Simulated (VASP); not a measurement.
# B (R-3m) in VASP: single point with PBEsol

Aim: the single point of B with PBEsol.

All numbers are computed with VASP 6.6.1; they aren't measurements. Logs are shortened: lines on timing, memory, paths and dates and some standing lists are left out, and cuts for length are marked.

## 1. The cell of the first run

Symmetry: R-3m, No. 166, trigonal system. The conventional cell has a = 4.877 Å, b = 4.877 Å, c = 12.499 Å, α = 90.00°, β = 90.00°, γ = 120.00°. Within 2.2 Å of B (site symmetry m) lie 6 B at 1.67 to 1.79 Å. B (site symmetry m) has 7 B at 1.77 to 1.99 Å within 2.4 Å.

## 2. Single point, PBEsol

Contents of INCAR:

```
SYSTEM = B
PREC = Accurate
ENCUT = 500
EDIFF = 1E-6
ISMEAR = -1
SIGMA = 0.02
LREAL = .False.
LASPH = .True.
NELM = 120
ALGO = Normal
ISIF = 2
LWAVE = .False.
LCHARG = .True.
GGA = PS
LELF = .True.
LVHAR = .True.
NBANDS = 30
GGA_COMPAT = .False.
```

Contents of KPOINTS:

```
Automatic mesh
0
Gamma
  7 7 7
  0 0 0
```

Contents of POSCAR:

```
B
1.0
    2.4383062071      1.4077567451      4.1662041170
   -2.4383062071      1.4077567451      4.1662041170
    0.0000000000     -2.8155134901      4.1662041170
B
12
Direct
    0.0105999480      0.6538355597      0.0105999480
    0.0105999480      0.0105999480      0.6538355597
    0.6538355597      0.0105999480      0.0105999480
    0.9894000520      0.3461644403      0.9894000520
    0.3461644403      0.9894000520      0.9894000520
    0.9894000520      0.9894000520      0.3461644403
    0.2215809723      0.6298242047      0.2215809723
    0.2215809723      0.2215809723      0.6298242047
    0.6298242047      0.2215809723      0.2215809723
    0.7784190277      0.3701757953      0.7784190277
    0.3701757953      0.7784190277      0.7784190277
    0.7784190277      0.7784190277      0.3701757953
```

Potentials or basis: VASP PAW PBE potentials, release 64 (B).

The run is started by

```console
cat potpaw_PBE.64/B/POTCAR > POTCAR
mpirun -np 1 vasp_std > vasp.out
```

OUTCAR:

```text
SYSTEM = B
   PREC = Accurate
   ENCUT = 500
   EDIFF = 1E-6
   ISMEAR = -1
   LREAL = .False.
   LASPH = .True.
   NELM = 120
   ISIF = 2
   GGA = PS

 ion  position               nearest neighbor table
   1  0.011  0.654  0.011-   4 1.67   3 1.74   2 1.74   7 1.79  12 1.79  11 1.79
   2  0.011  0.011  0.654-   6 1.67   3 1.74   1 1.74   8 1.79  10 1.79  11 1.79
   3  0.654  0.011  0.011-   5 1.67   1 1.74   2 1.74   9 1.79  12 1.79  10 1.79
   4  0.989  0.346  0.989-   1 1.67   5 1.74   6 1.74  10 1.79   8 1.79   9 1.79
   5  0.346  0.989  0.989-   3 1.67   4 1.74   6 1.74  11 1.79   8 1.79   7 1.79
   6  0.989  0.989  0.346-   2 1.67   4 1.74   5 1.74  12 1.79   9 1.79   7 1.79
   7  0.222  0.630  0.222-  12 1.77  11 1.77   1 1.79   6 1.79   5 1.79   9 1.99   8 1.99
   8  0.222  0.222  0.630-  10 1.77  11 1.77   2 1.79   4 1.79   5 1.79   7 1.99   9 1.99
   9  0.630  0.222  0.222-  12 1.77  10 1.77   3 1.79   6 1.79   4 1.79   7 1.99   8 1.99
  10  0.778  0.370  0.778-   8 1.77   9 1.77   4 1.79   2 1.79   3 1.79  11 1.99  12 1.99
  11  0.370  0.778  0.778-   8 1.77   7 1.77   5 1.79   2 1.79   1 1.79  10 1.99  12 1.99
  12  0.778  0.778  0.370-   7 1.77   9 1.77   6 1.79   3 1.79   1 1.79  10 1.99  11 1.99

  LATTYP: Found a trigonal (rhomboedric) cell.
 ALAT       =     5.0283568845
 COS(alpha) =     0.5297223965

  Lattice vectors:

 A1 = (   2.4383062071,   1.4077567451,   4.1662041170)
 A2 = (  -2.4383062071,   1.4077567451,   4.1662041170)
 A3 = (   0.0000000000,  -2.8155134901,   4.1662041170)

Analysis of symmetry for initial positions (statically):
=====================================================================
 Subroutine PRICEL returns:
 Original cell was already a primitive cell.

 Routine SETGRP: Setting up the symmetry group for a
 trigonal (rhombohedral) supercell.

 Subroutine GETGRP returns: Found 12 space group operations
 (whereof 12 operations were pure point group operations)
 out of a pool of 12 trial point group operations.

The static configuration has the point symmetry D_3d.

Analysis of symmetry for dynamics (positions and initial velocities):
=====================================================================
 Subroutine PRICEL returns:
 Original cell was already a primitive cell.

 Routine SETGRP: Setting up the symmetry group for a
 trigonal (rhombohedral) supercell.

 Subroutine GETGRP returns: Found 12 space group operations
 (whereof 12 operations were pure point group operations)
 out of a pool of 12 trial point group operations.

The dynamic configuration has the point symmetry D_3d.

 Subroutine INISYM returns: Found 12 space group operations
 (whereof 12 operations are pure point group operations),
 and found     1 'primitive' translations

----------------------------------------------------------------------------------------

                                     Primitive cell

  volume of cell :      85.8040

  direct lattice vectors                    reciprocal lattice vectors
     2.438306207  1.407756745  4.166204117     0.205060381  0.118391666  0.080008882
    -2.438306207  1.407756745  4.166204117    -0.205060381  0.118391666  0.080008882
     0.000000000 -2.815513490  4.166204117     0.000000000 -0.236783332  0.080008882

  length of vectors
     5.028356884  5.028356884  5.028356884     0.249935527  0.249935527  0.249935527

  position of ions in fractional coordinates (direct lattice)
     0.010599948  0.653835560  0.010599948
     0.010599948  0.010599948  0.653835560
     0.653835560  0.010599948  0.010599948
     0.989400052  0.346164440  0.989400052
     0.346164440  0.989400052  0.989400052
     0.989400052  0.989400052  0.346164440
     0.221580972  0.629824205  0.221580972
     0.221580972  0.221580972  0.629824205
     0.629824205  0.221580972  0.221580972
     0.778419028  0.370175795  0.778419028
     0.370175795  0.778419028  0.778419028
     0.778419028  0.778419028  0.370175795

  ion indices of the primitive-cell ions
   primitive index   ion index
                 1           1
                 2           2
                 3           3
                 4           4
                 5           5
                 6           6
                 7           7
                 8           8
                 9           9
                10          10
                11          11
                12          12

----------------------------------------------------------------------------------------

 KPOINTS: Automatic mesh

Automatic generation of k-mesh.
 Grid dimensions read from file:
 generate k-points for:    7    7    7

 Generating k-lattice:

  Cartesian coordinates                     Fractional coordinates (reciprocal lattice)
     0.029294340  0.016913095  0.011429840     0.142857143  0.000000000 -0.000000000
    -0.029294340  0.016913095  0.011429840     0.000000000  0.142857143 -0.000000000
     0.000000000 -0.033826190  0.011429840    -0.000000000 -0.000000000  0.142857143

  Length of vectors
     0.035705075  0.035705075  0.035705075

  Shift w.r.t. Gamma in fractional coordinates (k-lattice)
     0.000000000  0.000000000  0.000000000

 Subroutine IBZKPT returns following result:
 ===========================================

 Found     44 irreducible k-points:

 Following reciprocal coordinates:
            Coordinates               Weight
  0.000000  0.000000  0.000000      1.000000
  0.142857  0.000000  0.000000      6.000000
  0.285714  0.000000  0.000000      6.000000
  0.428571  0.000000  0.000000      6.000000
  0.142857  0.142857  0.000000      6.000000
  0.285714  0.142857  0.000000     12.000000
[... 16 lines left out ...]
  0.285714  0.285714  0.142857      6.000000
  0.428571  0.285714  0.142857     12.000000
 [... further k-points ...]
   k-points           NKPTS =     44   k-points in BZ     NKDIM =     44   number of bands    NBANDS=     30
   number of dos      NEDOS =    301   number of ions     NIONS =     12
   total plane-waves  NPLWV =  64000
   dimension x,y,z NGX =    40 NGY =   40 NGZ =   40
   dimension x,y,z NGXF=    80 NGYF=   80 NGZF=   80
   ions per type =              12
   NGX,Y,Z   is equivalent  to a cutoff of  13.22, 13.22, 13.22 a.u.
   NGXF,Y,Z  is equivalent  to a cutoff of  26.45, 26.45, 26.45 a.u.
 SYSTEM =  B
   PREC   = accura    normal or accurate (medium, high low for compatibility)
   ISTART =      0    job   : 0-new  1-cont  2-samecut
   ICHARG =      2    charge: 1-file 2-atom 10-const
   ISPIN  =      1    spin polarized calculation?
   LNONCOLLINEAR =      F non collinear calculations
   LSORBIT =      F    spin-orbit coupling
   LASPH  =      T    aspherical Exc in radial PAW
   ENCUT  =  500.0 eV  36.75 Ry    6.06 a.u.   9.17  9.17  9.17*2*pi/ulx,y,z
   NELM   =    120;   NELMIN=  2; NELMDL= -5     # of ELM steps
   EDIFF  = 0.1E-05   stopping-criterion for ELM
   LREAL  =      F    real-space projection
   EDIFFG = 0.1E-04   stopping-criterion for IOM
   NSW    =      0    number of steps for IOM
   IBRION =     -1    ionic relax: 0-MD 1-quasi-New 2-CG
   NFREE  =      0    steps in history (QN), initial steepest desc. (CG)
   ISIF   =      2    stress and relaxation
   ISYM   =      2    0-nonsym 1-usesym 2-fastsym
   POTIM  = 0.5000    time-step for ionic-motion
   TEBEG  =    0.0;   TEEND  =   0.0 temperature during run
   PSTRESS=    0.0 pullay stress
   NELECT =      36.0000    total number of electrons
   NUPDOWN=      -1.0000    fix difference up-down
   EMIN   =  10.00;   EMAX   =-10.00  energy-range for DOS
   EFERMI =   0.00;   METHOD = LEGACY
   ISMEAR =    -1;   SIGMA  =   0.02  broadening in eV -4-tet -1-fermi 0-gaus
   EFERMI_NEDOS =   21; number of points for ismear=-14 and -15
   IALGO  =     38    algorithm
   IMIX   =      4    mixing-type and parameters
     AMIX     =   0.40;   BMIX     =  1.00
     AMIX_MAG =   1.60;   BMIX_MAG =  1.00
  volume/ion in A,a.u.               =       7.15        48.25
  Fermi-wavevector in a.u.,A,eV,Ry     =   1.225575  2.316000 20.436404  1.502033
  Thomas-Fermi vector in A             =   2.360608
   LORBIT       =      0    0 simple, 1 ext, 2 COOP (PROOUT), +10 PAW based schemes
   GGA     = PS    functional components
   LHFCALC =     F    Hartree Fock is set to
   AEXX    =    0.0000 exact exchange contribution
   IVDW    =     0    specifies the selected vdW correction
   LEPSILON=     F    determine dielectric tensor
   LRPA    =     F    only Hartree local field effects (RPA)
 non-spin polarized calculation
  energy-cutoff  :      500.00
  volume of cell :       85.80
 maximum number of plane-waves:      2192
 NGX is ok and might be reduce to    40
   NGX = 19   NGY = 19   NGZ = 19

 number of electron      36.0000000 magnetization

 Free energy of the ion-electron system (eV)
  ---------------------------------------------------
  ext. energy  EPLUGINS =         0.00000000
  ---------------------------------------------------
  free energy    TOTEN  =       -84.46994263 eV

  energy without entropy =      -84.46994263  energy(sigma->0) =      -84.46994263

 E-fermi :   6.3982     XC(G=0): -11.7174

 val. band max:        6.0250693079   @ k =   0.4286   0.4286   0.4286
 cond. band min:       7.3833219328   @ k =   0.0000   0.0000   0.0000
 fundamental gap:      1.3582526249
 Fermi energy:         6.3981683797

 k-point     1 :       0.0000    0.0000    0.0000
  band No.  band energies     occupation
      1     -10.2924      2.00000
      2      -4.4738      2.00000
      3      -4.2177      2.00000
      4      -4.2177      2.00000
      5      -3.2545      2.00000
      6      -2.5640      2.00000
[... 22 lines left out ...]
     29      15.8529      0.00000
     30      16.2684      0.00000
[... 728 lines left out ...]
  band No.  band energies     occupation
      1      -9.6987      2.00000
      2      -6.1723      2.00000
      3      -5.6591      2.00000
      4      -5.1049      2.00000
      5      -2.8812      2.00000
      6      -2.4772      2.00000
[... 22 lines left out ...]
     29      15.2280      0.00000
     30      15.6899      0.00000

 [... further k-points ...]

------------------------ aborting loop because EDIFF is reached ----------------------------------------

  FORCE on cell =-STRESS in cart. coord.  units (eV):
  Direction    XX          YY          ZZ          XY          YZ          ZX
  --------------------------------------------------------------------------------------
  -------------------------------------------------------------------------------------
  Total        0.2056903      0.2056903      0.2220608      0.0000000      0.0000000      0.0000000
  in kB        3.8407554      3.8407554      4.1464338      0.0000000      0.0000000      0.0000000
  external PRESSURE =       3.9426482 kB  Pullay stress =       0.0000000 kB

 VOLUME and BASIS-vectors are now :
 -----------------------------------------------------------------------------
  energy-cutoff  :      500.00
  volume of cell :       85.80
      direct lattice vectors                 reciprocal lattice vectors
     2.438306207  1.407756745  4.166204117     0.205060381  0.118391666  0.080008882
    -2.438306207  1.407756745  4.166204117    -0.205060381  0.118391666  0.080008882
     0.000000000 -2.815513490  4.166204117     0.000000000 -0.236783332  0.080008882

 POSITION                                       TOTAL-FORCE (eV/Angst)
 -----------------------------------------------------------------------------------
     -1.56841      0.90552      2.81234         0.015373     -0.008876     -0.011792
      0.00000     -1.81104      2.81234         0.000000      0.017751     -0.011792
      1.56841      0.90552      2.81234        -0.015373     -0.008876     -0.011792
      1.56841     -0.90552      9.68628        -0.015373      0.008876      0.011792
     -1.56841     -0.90552      9.68628         0.015373      0.008876      0.011792
      0.00000      1.81104      9.68628         0.000000     -0.017751      0.011792
     -0.99542      0.57471      4.47028         0.026661     -0.015393      0.007755
      0.00000     -1.14941      4.47028         0.000000      0.030785      0.007755
      0.99542      0.57471      4.47028        -0.026661     -0.015393      0.007755
      0.99542     -0.57471      8.02833        -0.026661      0.015393     -0.007755
     -0.99542     -0.57471      8.02833         0.026661      0.015393     -0.007755
      0.00000      1.14941      8.02833         0.000000     -0.030785     -0.007755
 -----------------------------------------------------------------------------------
    total drift:                               -0.000000     -0.000000      0.000000

  FREE ENERGIE OF THE ION-ELECTRON SYSTEM (eV)
  ---------------------------------------------------
  free  energy   TOTEN  =       -84.4699426317 eV

  energy  without entropy=      -84.4699426316  energy(sigma->0) =      -84.46994263
```

It took 96 s on 1 thread of Intel Xeon Platinum 8488C (Sapphire Rapids), shared host; peak memory 0.25 GiB.

What came out:

```
Free energy            : -84.4699 eV
Pressure               : 0.4 GPa
Largest force          : 0.032 eV/Å
Band gap on the k mesh : 1.36 eV, indirect (least direct gap 1.68 eV)
```

Forces in eV/Å, atoms in the order of the input:
```
B    0.015 -0.009 -0.012
B    0.000  0.018 -0.012
B   -0.015 -0.009 -0.012
B   -0.015  0.009  0.012
B    0.015  0.009  0.012
B    0.000 -0.018  0.012
B    0.027 -0.015  0.008
B    0.000  0.031  0.008
B   -0.027 -0.015  0.008
B   -0.027  0.015 -0.008
B    0.027  0.015 -0.008
B    0.000 -0.031 -0.008
```

Caveat: the PAW data sets were made with another functional, which shifts forces and pressure a little. A k mesh can miss the band edges.
